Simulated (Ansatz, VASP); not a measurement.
# CsSnBr3: VASP beside Ansatz

```
Cs Sn Br
1.0
     5.76277    0.00000    0.00000
     0.00000    5.76277    0.00000
     0.00000    0.00000    5.76277
Cs Sn Br
1 1 3
Cartesian
  0.0000 0.0000 0.0000
  2.8814 2.8814 2.8814
  2.8814 0.0000 2.8814
  2.8814 2.8814 0.0000
  0.0000 2.8814 2.8814
```

Alike in both runs: functional PBEsol; k mesh 6 × 6 × 6; occupations gaussian, width 0.02 eV; no spin polarisation.

Ansatz relaxed the structure, and its values are those at the end. VASP's run is a single point on that final structure, the one shown.

|  | VASP | Ansatz |
| --- | --- | --- |
| version | VASP 6.6.1 | Ansatz 0.2.0 |
| potentials or method | VASP PAW PBE potentials, release 64 (Cs_sv, Sn_d, Br), cutoff 500 eV | scalar-relativistic, plane waves, PAW |
| valence electrons in the cell | 44 | 44 |

|  | VASP | Ansatz | Ansatz less VASP |
| --- | --- | --- | --- |
| gap on the k mesh at the Fermi level (eV) | 0.21 | 0.21 | +0.005 |
| least direct gap on the mesh (eV) | 0.21 | 0.21 | +0.005 |
| pressure (GPa) | 0.0 | 0.0 | 0.00 |

VASP's potentials were made for PBE, not for PBEsol.

Neither program's run includes spin-orbit coupling.
